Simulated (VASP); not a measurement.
# Mg4TiN (P6/mmm) in VASP: a series of runs

The runs below take Mg4TiN through single point, with PBE.

All numbers are computed with VASP 6.6.1; they aren't measurements. Logs are shortened: lines on timing, memory, paths and dates and some standing lists are left out, and cuts for length are marked.

## Step 1: The cell of the first run

Symmetry: P6/mmm, No. 191, hexagonal system. The conventional cell has a = 4.849 Å, b = 4.849 Å, c = 5.304 Å, α = 90.00°, β = 90.00°, γ = 120.00°. Within 3.5 Å of Mg (site symmetry 3m) lie 5 Mg at 2.64 to 2.80 Å and 3 Ti at 3.09 Å and 3 N at 3.10 Å. Within 3.5 Å of Ti (site symmetry 6/mmm) lie 2 N at 2.65 Å and 12 Mg at 3.09 Å. Within 3.5 Å of N (site symmetry 6/mmm) lie 2 Ti at 2.65 Å and 12 Mg at 3.10 Å.

The cell was built from a structure type or drawn by symmetry, and may not be a known phase.

## Step 2: Single point, PBE

The input, INCAR:

```
SYSTEM = Mg4TiN
PREC     = Accurate       ! precision mode
ENCUT    = 520            ! plane-wave cutoff, eV
EDIFF    = 1E-6           ! SCF threshold, eV
ISMEAR   = 0              ! smearing method
SIGMA    = 0.1            ! smearing width, eV
LREAL    = .False.        ! projectors in reciprocal space
LASPH    = .True.         ! aspherical terms in the spheres
NELM     = 80             ! most SCF steps
ALGO     = Normal         ! electronic algorithm
ISIF     = 2              ! what is computed and relaxed
LWAVE    = .False.        ! write WAVECAR
LCHARG   = .False.        ! write CHGCAR
GGA      = PE             ! functional
NBANDS   = 22             ! bands
```

The input, KPOINTS:

```
regular mesh
0
Gamma
  6 6 4
  0 0 0
```

The input, POSCAR:

```
Mg4TiN
1.0
    4.8492253293      0.0000000000      0.0000000000
   -2.4246126647      4.1995523239      0.0000000000
    0.0000000000      0.0000000000      5.3043077491
Mg Ti N
4 1 1
Direct
    0.3333333333      0.6666666667      0.7516033853
    0.3333333333      0.6666666667      0.2483966147
    0.6666666667      0.3333333333      0.7516033853
    0.6666666667      0.3333333333      0.2483966147
    0.0000000000      0.0000000000      0.0000000000
    0.0000000000      0.0000000000      0.5000000000
```

Potentials or basis: VASP PAW PBE potentials, release 64 (Mg, Ti_sv, N).

On the command line:

```
$ cat potpaw_PBE.64/Mg/POTCAR potpaw_PBE.64/Ti_sv/POTCAR potpaw_PBE.64/N/POTCAR > POTCAR
$ mpirun -np 1 vasp_std > vasp.out
```

OUTCAR:

```text
SYSTEM = Mg4TiN
   PREC = Accurate
   ENCUT = 520
   EDIFF = 1E-6
   ISMEAR = 0
   LREAL = .False.
   LASPH = .True.
   NELM = 80
   ISIF = 2
   GGA = PE

 ion  position               nearest neighbor table
   1  0.333  0.667  0.752-   2 2.64   2 2.67   3 2.80   3 2.80   3 2.80   5 3.09   5 3.09   5 3.09

   2  0.333  0.667  0.248-   1 2.64   1 2.67   4 2.80   4 2.80   4 2.80   5 3.09   5 3.09   5 3.09

   3  0.667  0.333  0.752-   4 2.64   4 2.67   1 2.80   1 2.80   1 2.80   5 3.09   5 3.09   5 3.09

   4  0.667  0.333  0.248-   3 2.64   3 2.67   2 2.80   2 2.80   2 2.80   5 3.09   5 3.09   5 3.09

   5  0.000  0.000  0.000-   1 3.09   2 3.09   3 3.09   4 3.09   3 3.09   4 3.09   1 3.09   2 3.09
                             3 3.09   4 3.09   1 3.09   2 3.09
   6  0.000  0.000  0.500-

  LATTYP: Found a hexagonal cell.
 ALAT       =     4.8492253293
 C/A-ratio  =     1.0938464165

  Lattice vectors:

 A1 = (   4.8492253293,   0.0000000000,   0.0000000000)
 A2 = (  -2.4246126647,   4.1995523239,   0.0000000000)
 A3 = (   0.0000000000,   0.0000000000,   5.3043077491)

Analysis of symmetry for initial positions (statically):
=====================================================================
 Subroutine PRICEL returns:
 Original cell was already a primitive cell.

 Routine SETGRP: Setting up the symmetry group for a
 hexagonal supercell.

 Subroutine GETGRP returns: Found 24 space group operations
 (whereof 24 operations were pure point group operations)
 out of a pool of 24 trial point group operations.

The static configuration has the point symmetry D_6h.

Analysis of symmetry for dynamics (positions and initial velocities):
=====================================================================
 Subroutine PRICEL returns:
 Original cell was already a primitive cell.

 Routine SETGRP: Setting up the symmetry group for a
 hexagonal supercell.

 Subroutine GETGRP returns: Found 24 space group operations
 (whereof 24 operations were pure point group operations)
 out of a pool of 24 trial point group operations.

The dynamic configuration has the point symmetry D_6h.

 Subroutine INISYM returns: Found 24 space group operations
 (whereof 24 operations are pure point group operations),
 and found     1 'primitive' translations

----------------------------------------------------------------------------------------

                                     Primitive cell

  volume of cell :     108.0200

  direct lattice vectors                    reciprocal lattice vectors
     4.849225329  0.000000000  0.000000000     0.206218505  0.119060310  0.000000000
    -2.424612665  4.199552324  0.000000000     0.000000000  0.238120619  0.000000000
     0.000000000  0.000000000  5.304307749     0.000000000  0.000000000  0.188526015

  length of vectors
     4.849225329  4.849225329  5.304307749     0.238120619  0.238120619  0.188526015

  position of ions in fractional coordinates (direct lattice)
     0.333333333  0.666666667  0.751603385
     0.333333333  0.666666667  0.248396615
     0.666666667  0.333333333  0.751603385
     0.666666667  0.333333333  0.248396615
     0.000000000  0.000000000  0.000000000
     0.000000000  0.000000000  0.500000000

  ion indices of the primitive-cell ions
   primitive index   ion index
                 1           1
                 2           2
                 3           3
                 4           4
                 5           5
                 6           6

----------------------------------------------------------------------------------------

 KPOINTS: regular mesh

Automatic generation of k-mesh.
 Grid dimensions read from file:
 generate k-points for:    6    6    4

 Generating k-lattice:

  Cartesian coordinates                     Fractional coordinates (reciprocal lattice)
     0.034369751  0.019843385  0.000000000     0.166666667 -0.000000000  0.000000000
     0.000000000  0.039686770  0.000000000     0.000000000  0.166666667  0.000000000
     0.000000000  0.000000000  0.047131504     0.000000000  0.000000000  0.250000000

  Length of vectors
     0.039686770  0.039686770  0.047131504

  Shift w.r.t. Gamma in fractional coordinates (k-lattice)
     0.000000000  0.000000000  0.000000000

 Subroutine IBZKPT returns following result:
 ===========================================

 Found     21 irreducible k-points:

 Following reciprocal coordinates:
            Coordinates               Weight
  0.000000  0.000000  0.000000      1.000000
  0.166667 -0.000000  0.000000      6.000000
  0.333333 -0.000000  0.000000      6.000000
  0.500000  0.000000  0.000000      3.000000
  0.166667  0.166667  0.000000      6.000000
  0.333333  0.166667  0.000000     12.000000
[... 13 lines left out ...]
  0.333333  0.166667  0.500000     12.000000
  0.333333  0.333333  0.500000      2.000000
   k-points           NKPTS =     21   k-points in BZ     NKDIM =     21   number of bands    NBANDS=     22
   number of dos      NEDOS =    301   number of ions     NIONS =      6
   total plane-waves  NPLWV =  51840
   dimension x,y,z NGX =    36 NGY =   36 NGZ =   40
   dimension x,y,z NGXF=    72 NGYF=   72 NGZF=   80
   ions per type =               4   1   1
   NGX,Y,Z   is equivalent  to a cutoff of  12.34, 12.34, 12.54 a.u.
   NGXF,Y,Z  is equivalent  to a cutoff of  24.68, 24.68, 25.07 a.u.
 SYSTEM =  Mg4TiN
   PREC   = accura    normal or accurate (medium, high low for compatibility)
   ISTART =      0    job   : 0-new  1-cont  2-samecut
   ICHARG =      2    charge: 1-file 2-atom 10-const
   ISPIN  =      1    spin polarized calculation?
   LNONCOLLINEAR =      F non collinear calculations
   LSORBIT =      F    spin-orbit coupling
   LASPH  =      T    aspherical Exc in radial PAW
   ENCUT  =  520.0 eV  38.22 Ry    6.18 a.u.   9.02  9.02  9.86*2*pi/ulx,y,z
   NELM   =     80;   NELMIN=  2; NELMDL= -5     # of ELM steps
   EDIFF  = 0.1E-05   stopping-criterion for ELM
   LREAL  =      F    real-space projection
   EDIFFG = 0.1E-04   stopping-criterion for IOM
   NSW    =      0    number of steps for IOM
   IBRION =     -1    ionic relax: 0-MD 1-quasi-New 2-CG
   NFREE  =      0    steps in history (QN), initial steepest desc. (CG)
   ISIF   =      2    stress and relaxation
   ISYM   =      2    0-nonsym 1-usesym 2-fastsym
   POTIM  = 0.5000    time-step for ionic-motion
   TEBEG  =    0.0;   TEEND  =   0.0 temperature during run
   PSTRESS=    0.0 pullay stress
   NELECT =      25.0000    total number of electrons
   NUPDOWN=      -1.0000    fix difference up-down
   EMIN   =  10.00;   EMAX   =-10.00  energy-range for DOS
   EFERMI =   0.00;   METHOD = LEGACY
   ISMEAR =     0;   SIGMA  =   0.10  broadening in eV -4-tet -1-fermi 0-gaus
   EFERMI_NEDOS =   21; number of points for ismear=-14 and -15
   IALGO  =     38    algorithm
   IMIX   =      4    mixing-type and parameters
     AMIX     =   0.40;   BMIX     =  1.00
     AMIX_MAG =   1.60;   BMIX_MAG =  1.00
  volume/ion in A,a.u.               =      18.00       121.49
  Fermi-wavevector in a.u.,A,eV,Ry     =   1.005125  1.899411 13.745647  1.010277
  Thomas-Fermi vector in A             =   2.137785
   LORBIT       =      0    0 simple, 1 ext, 2 COOP (PROOUT), +10 PAW based schemes
   GGA     = PE    functional components
   LHFCALC =     F    Hartree Fock is set to
   AEXX    =    0.0000 exact exchange contribution
   IVDW    =     0    specifies the selected vdW correction
   LEPSILON=     F    determine dielectric tensor
   LRPA    =     F    only Hartree local field effects (RPA)
 non-spin polarized calculation
 Gauss-broadening in eV      SIGMA  =   0.10
  energy-cutoff  :      520.00
  volume of cell :      108.02
 maximum number of plane-waves:      2928
 NGX is ok and might be reduce to    36
   NGX = 17   NGY = 17   NGZ = 19

 number of electron      24.9999990 magnetization

 Free energy of the ion-electron system (eV)
  ---------------------------------------------------
  ext. energy  EPLUGINS =         0.00000000
  ---------------------------------------------------
  free energy    TOTEN  =       -17.91411956 eV

  energy without entropy =      -17.88942398  energy(sigma->0) =      -17.90177177

 E-fermi :   4.1241     XC(G=0):  -9.4920

 val. band max:        4.1203408653   @ k =   0.5000   0.0000   0.2500
 cond. band min:       4.1724565196   @ k =   0.3333   0.1667   0.2500
 fundamental gap:      0.0521156543
 Fermi energy:         4.1240830813

 k-point     1 :       0.0000    0.0000    0.0000
  band No.  band energies     occupation
      1     -53.3293      2.00000
      2     -29.5825      2.00000
      3     -29.5732      2.00000
      4     -29.5732      2.00000
      5      -8.8973      2.00000
      6      -2.1947      2.00000
[... 14 lines left out ...]
     21       7.3147      0.00000
     22       8.6969      0.00000

 k-point     2 :       0.1667   -0.0000    0.0000
  band No.  band energies     occupation
      1     -53.3293      2.00000
      2     -29.5825      2.00000
      3     -29.5736      2.00000
      4     -29.5733      2.00000
      5      -8.8704      2.00000
      6      -2.0795      2.00000
[... 14 lines left out ...]
     21       7.6380      0.00000
     22       8.5365      0.00000

 k-point     3 :       0.3333   -0.0000    0.0000
  band No.  band energies     occupation
      1     -53.3292      2.00000
      2     -29.5824      2.00000
      3     -29.5744      2.00000
      4     -29.5735      2.00000
      5      -8.8156      2.00000
      6      -1.7831      2.00000
[... 14 lines left out ...]
     21       7.8638      0.00000
     22       8.4622      0.00000
[... 401 lines left out ...]
 k-point    20 :       0.3333    0.1667    0.5000
  band No.  band energies     occupation
      1     -53.3292      2.00000
      2     -29.5830      2.00000
      3     -29.5746      2.00000
      4     -29.5738      2.00000
      5      -8.7146      2.00000
      6      -0.6012      2.00000
[... 14 lines left out ...]
     21       8.8319      0.00000
     22       9.8321      0.00000

 k-point    21 :       0.3333    0.3333    0.5000
  band No.  band energies     occupation
      1     -53.3292      2.00000
      2     -29.5830      2.00000
      3     -29.5743      2.00000
      4     -29.5743      2.00000
      5      -8.7025      2.00000
      6      -0.1899      2.00000
[... 14 lines left out ...]
     21       9.8844      0.00000
     22      10.0663      0.00000

------------------------ aborting loop because EDIFF is reached ----------------------------------------

  FORCE on cell =-STRESS in cart. coord.  units (eV):
  Direction    XX          YY          ZZ          XY          YZ          ZX
  --------------------------------------------------------------------------------------
  -------------------------------------------------------------------------------------
  Total       -0.1100935     -0.1100935     -0.2078211      0.0000000      0.0000000      0.0000000
  in kB       -1.6329319     -1.6329319     -3.0824515      0.0000000      0.0000000      0.0000000
  external PRESSURE =      -2.1161051 kB  Pullay stress =       0.0000000 kB

 VOLUME and BASIS-vectors are now :
 -----------------------------------------------------------------------------
  energy-cutoff  :      520.00
  volume of cell :      108.02
      direct lattice vectors                 reciprocal lattice vectors
     4.849225329  0.000000000  0.000000000     0.206218505  0.119060310  0.000000000
    -2.424612665  4.199552324  0.000000000     0.000000000  0.238120619  0.000000000
     0.000000000  0.000000000  5.304307749     0.000000000  0.000000000  0.188526015

 POSITION                                       TOTAL-FORCE (eV/Angst)
 -----------------------------------------------------------------------------------
     -0.00000      2.79970      3.98674         0.000000      0.000000      0.027492
     -0.00000      2.79970      1.31757         0.000000      0.000000     -0.027492
      2.42461      1.39985      3.98674        -0.000000     -0.000000      0.027492
      2.42461      1.39985      1.31757        -0.000000     -0.000000     -0.027492
      0.00000      0.00000      0.00000         0.000000     -0.000000      0.000000
      0.00000      0.00000      2.65215         0.000000     -0.000000      0.000000
 -----------------------------------------------------------------------------------
    total drift:                               -0.000000     -0.000000     -0.000000

  FREE ENERGIE OF THE ION-ELECTRON SYSTEM (eV)
  ---------------------------------------------------
  free  energy   TOTEN  =       -17.9141195597 eV

  energy  without entropy=      -17.8894239829  energy(sigma->0) =      -17.90177177
```

It took 32 s on 1 thread of AMD EPYC 9R45 (Zen 5), shared host; peak memory 0.21 GiB.

What came out:

| Property | Result |
| --- | --- |
| Free energy | -17.9141 eV |
| Pressure | -0.2 GPa |
| Largest force | 0.027 eV/Å |
| Band gap on the k mesh | zero (an odd number of electrons rules out a gap without spin polarisation) |

Forces on the atoms (eV/Å):
```
Mg   0.000  0.000  0.027
Mg   0.000  0.000 -0.027
Mg   0.000  0.000  0.027
Mg   0.000  0.000 -0.027
Ti   0.000  0.000  0.000
N    0.000  0.000  0.000
```

## Step 3: Single point, PBE, collinear spin

This run uses another cell than the first one, of 14.03 Å³/atom.

The input, INCAR:

```
PREC     = Accurate       # precision mode
ENCUT    = 520            # plane-wave cutoff, eV
EDIFF    = 1E-7           # SCF threshold, eV
ISMEAR   = 0              # smearing method
SIGMA    = 0.1            # smearing width, eV
LREAL    = False          # projectors in reciprocal space
LASPH    = True           # aspherical terms in the spheres
NELM     = 150            # most SCF steps
ALGO     = Normal         # electronic algorithm
ISIF     = 2              # what is computed and relaxed
LWAVE    = False          # write WAVECAR
LCHARG   = False          # write CHGCAR
ISPIN    = 2              # spin polarisation
MAGMOM   = 0 0 0 0 1 0    # initial moments
LORBIT   = 11             # projections on sites
LMAXMIX  = 4              # l up to which the mixer works
GGA      = PE             # functional
NBANDS   = 26             # bands
```

The input, KPOINTS:

```
regular mesh
0
Gamma
  6 6 2
```

The input, POSCAR:

```
Mg4TiN
1.0
    3.5384482200      0.0000000000      0.0000000000
   -1.7692241100      3.0643860500      0.0000000000
    0.0000000000      0.0000000000      7.7626800200
Mg Ti N
4 1 1
Direct
    0.3333333300      0.6666666700      0.7664294200
    0.3333333300      0.6666666700      0.2335705800
    0.6666666700      0.3333333300      0.7664294200
    0.6666666700      0.3333333300      0.2335705800
    0.0000000000      0.0000000000      0.0000000000
    0.0000000000      0.0000000000      0.5000000000
```

Potentials or basis: VASP PAW PBE potentials, release 64 (Mg, Ti_sv, N).

On the command line:

```
$ cat potpaw_PBE.64/Mg/POTCAR potpaw_PBE.64/Ti_sv/POTCAR potpaw_PBE.64/N/POTCAR > POTCAR
$ mpirun -np 1 vasp_std > vasp.out
```

It took 62 s on 1 thread of AMD EPYC 9R45 (Zen 5), shared host; peak memory 0.23 GiB.

Results (log left out):

- Free energy: -6.8021 eV
- Pressure: 42.4 GPa
- Largest force: 2.696 eV/Å
- Net moment: 0.00 μB per cell
- Valence electrons inside the program's atomic spheres: Mg 0.62; Ti 10.42; N 3.38

Forces on the atoms (eV/Å):
```
Mg   0.000  0.000 -2.696
Mg   0.000  0.000  2.696
Mg   0.000  0.000 -2.696
Mg   0.000  0.000  2.696
Ti   0.000  0.000  0.000
N    0.000  0.000  0.000
```

Stress tensor (GPa, compression positive):
```
68.37  0.00  0.00
 0.00 68.37  0.00
 0.00  0.00 -9.41
```

Levels at points of the mesh, in eV from the Fermi level:
Spin up:
| k point | band 9 | band 10 | band 11 | band 12 | band 13 | band 14 | band 15 | band 16 |
| --- | --- | --- | --- | --- | --- | --- | --- | --- |
| (0.00, 0.00, 0.00) | -1.12 | 0.05 | 0.05 | 0.19 | 0.19 | 0.75 | 0.75 | 1.56 |
| (0.50, 0.00, 0.00) | -3.30 | -2.27 | -0.96 | -0.60 | 0.03 | 0.57 | 1.79 | 2.22 |
| (0.00, 0.00, 0.50) | -0.02 | -0.02 | 0.02 | 0.19 | 0.19 | 0.86 | 0.86 | 1.81 |
| (0.50, 0.00, 0.50) | -2.04 | -1.88 | -1.88 | -0.71 | 0.17 | 0.25 | 1.50 | 2.22 |
Spin down:
```tsv
k point	band 8	band 9	band 10	band 11	band 12	band 13	band 14	band 15	band 16	band 17
(0.00, 0.00, 0.00)	-2.14	-1.12	0.05	0.05	0.19	0.19	0.75	0.75	1.56	4.76
(0.50, 0.00, 0.00)	-3.57	-3.30	-2.27	-0.96	-0.60	0.03	0.57	1.79	2.22	2.76
(0.00, 0.00, 0.50)	-3.74	-0.02	-0.02	0.02	0.19	0.19	0.86	0.86	1.81	3.82
(0.50, 0.00, 0.50)	-3.69	-2.04	-1.88	-1.88	-0.71	0.17	0.25	1.50	2.22	2.79
```

Caveat: the k points lie up to 0.40 Å⁻¹ apart; forces of over 1 eV/Å act on the atoms, so gaps and moduli don't describe the material at rest.
